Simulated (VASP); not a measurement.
Zr: single point with PBE

Crystal: Zr.

```
Zr
1.0
     3.23200    0.00000    0.00000
    -1.61600    2.79899    0.00000
     0.00000    0.00000    5.14700
Zr
2
Direct
  0.66667 0.33333 0.75000
  0.33333 0.66667 0.25000
```

```json
{"Program": "VASP 6.6.1", "Task": "single point", "Functional": "PBE", "Potentials or basis": "VASP PAW PBE potentials, release 64 (Zr_sv)", "Cutoff": "520 eV", "k mesh": "9 × 9 × 5", "Occupations": "gaussian, width 0.022 eV", "Spin": "no spin polarisation"}
```

| Quantity | Value |
| --- | --- |
| Pressure | 0.6 GPa |
| Band gap on the k mesh | zero (band 12 reaches 9.85 eV, above the bottom of band 13 at 8.74 eV) |

Stress tensor (GPa, compression positive):
```
0.23 0.00 0.00
0.00 0.23 0.00
0.00 0.00 1.32
```

Levels at points of the mesh, in eV from the Fermi level:
```tsv
k point	band 9	band 10	band 11	band 12	band 13	band 14	band 15	band 16
(0.00, 0.00, 0.00)	-5.70	-3.07	0.82	0.82	0.97	1.13	1.51	1.51
```

It took 8.7 s on 1 thread of Intel(R) Xeon(R) 6975P-C (Granite Rapids) (shared host), peak memory 0.16 GiB.
